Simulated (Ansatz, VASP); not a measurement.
**CdSe: VASP beside Ansatz**

The input INCAR:

```
PREC = Accurate
ENCUT = 520
EDIFF = 1E-8
ISMEAR = -1
SIGMA = 0.05
LREAL = False
LASPH = True
NELM = 80
ALGO = Normal
ISIF = 2
LWAVE = False
LCHARG = False
GGA = PS
LEFG = True
NBANDS = 16
```

KPOINTS

```
regular mesh
0
Gamma
  11 11 11
```

File POSCAR:

```
CdSe
1.0
    0.0000000000      2.8157884101      2.8157884101
    2.8157884101      0.0000000000      2.8157884101
    2.8157884101      2.8157884101      0.0000000000
Cd Se
1 1
Direct
    0.0000000000      0.0000000000      0.0000000000
    0.5000000000      0.5000000000      0.5000000000
```

Input for Ansatz:

```yaml
crystal:
  lattice:
    - [0.0, 2.8157884101, 2.8157884101]
    - [2.8157884101, 0.0, 2.8157884101]
    - [2.8157884101, 2.8157884101, 0.0]
  atoms:
    - { symbol: Cd, position: [0.0, 0.0, 0.0] }
    - { symbol: Se, position: [0.5, 0.5, 0.5] }
kpoints:
  mp_grid: { grid: [11, 11, 11] }
scf:
  occupations: { method: fermi_dirac, width: 0.05 }
hamiltonian:
  xc: pbesol
  pseudopotentials: { kind: paw }
output:
  forces: true
  stress: true
  eigenvalues: true
  efg: { contact_densities: true }
```

Change from the starting cell: volume scaled by 0.9405, PAW files.

Alike in both runs: task electric field gradients; functional PBEsol; k mesh 11 × 11 × 11; occupations fermi-dirac, width 0.05 eV; no spin polarisation.

```csv
,VASP,Ansatz
version,VASP 6.6.1,Ansatz 0.2.0
potentials or method,"VASP PAW PBE potentials, release 64 (Cd, Se)","PAW with Ansatz's default frozen-core files, scalar-relativistic"
plane-wave cutoff (eV),520,420
valence electrons in the cell,18,36
```

Ansatz gave:

* pressure (GPa): -0.2

Task: Estimate VASP's values.

Result: Pressure (GPa): 0.3.

VASP's potentials were made for PBE, not for PBEsol. With one functional, cell and mesh, what is left measures potentials, basis and numerics. VASP's potentials hold 18 valence electrons a cell and Ansatz's 36, so a difference there can come from the potentials and not from the codes.
